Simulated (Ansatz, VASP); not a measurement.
## CdSnO2: VASP beside Ansatz

```
Cd Sn O
1.0
     3.50097    0.00000    0.00000
     0.00000    3.50097    0.00000
     0.00000    0.00000    4.92254
Cd Sn O
1 1 2
Direct
  0.50000 0.50000 0.50000
  0.00000 0.00000 0.00000
  0.00000 0.00000 0.50000
  0.50000 0.50000 0.00000
```

Change from the starting cell: species swapped into the SrCaS2 type (P4/mmm, No. 123).

Alike in both runs: functional PBE; k mesh 4 × 4 × 3; occupations gaussian, width 0.15 eV; no spin polarisation.

Ansatz relaxed the structure, and its values are those at the end. VASP's run is a single point on that final structure, the one shown.

|  | VASP | Ansatz |
| --- | --- | --- |
| version | VASP 6.6.1 | Ansatz 0.2.0 |
| potentials or method | VASP PAW PBE potentials, release 64 (Cd, Sn_d, O), cutoff 600 eV | scalar-relativistic, plane waves, PAW |
| valence electrons in the cell | 38 | 46 |

```csv
,VASP,Ansatz,Ansatz less VASP
gap on the k mesh at the Fermi level (eV),none,none,-
pressure (GPa),0.3,0.0,-0.25
```

A gap of «none» marks a metal or a gap that the smearing closes. VASP's potentials hold 38 valence electrons a cell and Ansatz's 46, so a difference there can come from the potentials and not from the codes.

The k mesh is coarse, so the values compare programs but aren't converged.
